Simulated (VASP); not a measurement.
A run of VASP 6.6.1 is set up as follows.

Contents of POSCAR:

```
LiF
1.0
    0.0000000000      1.9549743028      1.9549743028
    1.9549743028      0.0000000000      1.9549743028
    1.9549743028      1.9549743028      0.0000000000
Li F
1 1
Direct
    0.0000000000      0.0000000000      0.0000000000
    0.5000000000      0.5000000000      0.5000000000
```

Contents of INCAR.step1:

```
SYSTEM = LiF
PREC = Accurate
ENCUT = 520
ISMEAR = 0
SIGMA = 0.01
LREAL = .False.
LASPH = .True.
NELM = 100
NBANDS = 12
GGA = PE
ALGO = Normal
EDIFF = 1E-4
LWAVE = .True.
LCHARG = .False.
```

File INCAR.step2:

```
SYSTEM = LiF
PREC = Accurate
ENCUT = 520
EDIFF = 1E-6
ISMEAR = 0
SIGMA = 0.01
LREAL = .False.
LASPH = .True.
NELM = 100
ALGO = Normal
ISIF = 2
LWAVE = .False.
LCHARG = .True.
METAGGA = R2SCAN
LMIXTAU = .True.
LELF = .True.
LVHAR = .True.
NBANDS = 12
ISTART = 1
```

KPOINTS

```
Automatic mesh
0
Gamma
  10 10 10
  0 0 0
```

Potentials or basis: VASP PAW PBE potentials, release 64 (Li_sv, F).

Run with:

```sh
$ cat potpaw_PBE.64/Li_sv/POTCAR potpaw_PBE.64/F/POTCAR > POTCAR
$ cp INCAR.step1 INCAR
$ mpirun -np 1 vasp_std > vasp.out
$ cp INCAR.step2 INCAR
$ mpirun -np 1 vasp_std > vasp.out
```

(1) What does it give for the band gap on the k mesh?

Results:

(1) 11.17 eV, direct.

Caveat: the cell differs from its parent crystal (strain -2.0%).
